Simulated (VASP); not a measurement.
## Hg: single point with LDA

Crystal: Hg.

```
Hg
1.0
     2.97100    0.00000    0.00000
     0.00000    2.97100    0.00000
     0.00000    0.00000    3.82500
Hg
1
Direct
  0.00000 0.00000 0.00000
```

```yaml
Program: VASP 6.6.1
Task: single point
Functional: LDA
Potentials_or_basis: VASP PAW LDA potentials, release 64 (Hg)
Cutoff: 520 eV
k_mesh: 10 × 10 × 8
Occupations: fermi-dirac, width 0.1 eV
Spin: no spin polarisation
Dipole_correction: no
Further_INCAR_settings: ALGO = Normal; EDIFF = 1e-07; NBANDS = 12
```

```json
{
  "Pressure": "-3.6 GPa",
  "Band gap on the k mesh": "zero (band 6 reaches 3.59 eV, above the bottom of band 7 at -0.89 eV)"
}
```

Stress tensor (GPa, compression positive):
```
-3.46  0.00  0.00
 0.00 -3.46  0.00
 0.00  0.00 -3.95
```

Levels at points of the mesh, in eV from the Fermi level:
| k point | band 4 | band 5 | band 6 | band 7 | band 8 | band 9 |
| --- | --- | --- | --- | --- | --- | --- |
| (0.00, 0.00, 0.00) | -5.89 | -5.89 | -5.60 | 4.57 | 8.27 | 11.38 |
| (0.50, 0.00, 0.00) | -6.29 | -5.81 | -1.93 | -0.84 | 8.21 | 10.54 |
| (0.50, 0.50, 0.00) | -6.20 | -4.97 | 1.85 | 2.54 | 2.54 | 7.88 |
| (0.00, 0.00, 0.50) | -5.97 | -5.59 | -4.82 | -1.22 | 12.86 | 12.86 |
| (0.50, 0.00, 0.50) | -5.88 | -5.69 | -0.76 | 0.40 | 2.28 | 6.35 |
| (0.50, 0.50, 0.50) | -5.73 | -4.97 | 3.27 | 3.75 | 3.75 | 5.84 |

Run time: 34 s on 1 thread of Intel Xeon 8259CL, on a shared host, peak memory 0.16 GiB.

Caveat: spin-orbit coupling is left out, which moves the levels of the heavy elements.
